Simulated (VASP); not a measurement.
Here is a VASP 6.6.1 calculation.

File INCAR:

```
  PREC = Accurate
  ENCUT = 520
  EDIFF = 1E-6
  ISMEAR = 0
  SIGMA = 0.1
  LREAL = False
  LASPH = True
  NELM = 80
  ALGO = Normal
  ISIF = 2
  LWAVE = False
  LCHARG = True
  GGA = PE
  LELF = True
  LVHAR = True
  NBANDS = 38
```

File KPOINTS:

```
regular mesh
0
Gamma
  10 10 4
```

Contents of POSCAR:

```
MnBiW2N
1.0
    2.9906569666      0.0000000000      0.0000000000
    0.0000000000      2.9906569666      0.0000000000
    0.0000000000      0.0000000000      9.1957966233
Mn Bi W N
1 1 2 1
Direct
    0.0000000000      0.0000000000      0.5518347027
    0.0000000000      0.0000000000      0.9556638684
    0.5000000000      0.5000000000      0.7051356083
    0.5000000000      0.5000000000      0.3665721142
    0.0000000000      0.0000000000      0.3413113862
```

Potentials or basis: VASP PAW PBE potentials, release 64 (Mn_pv, Bi_d, W_sv, N).

Launch:

```bash
$ cat potpaw_PBE.64/Mn_pv/POTCAR potpaw_PBE.64/Bi_d/POTCAR potpaw_PBE.64/W_sv/POTCAR potpaw_PBE.64/N/POTCAR > POTCAR
$ mpirun -np 1 vasp_std > vasp.out
```

(1) What does it give for the largest force?

(2) What does it give for the pressure?

(3) Predict the band gap on the k mesh.

Results:

(1) 0.067 eV/Å.

(2) 0.3 GPa.

(3) zero (an odd number of electrons rules out a gap without spin polarisation).

Caveat: spin-orbit coupling is left out, which moves the levels of the heavy elements; the run has no spin polarisation, though such a crystal can be magnetic.
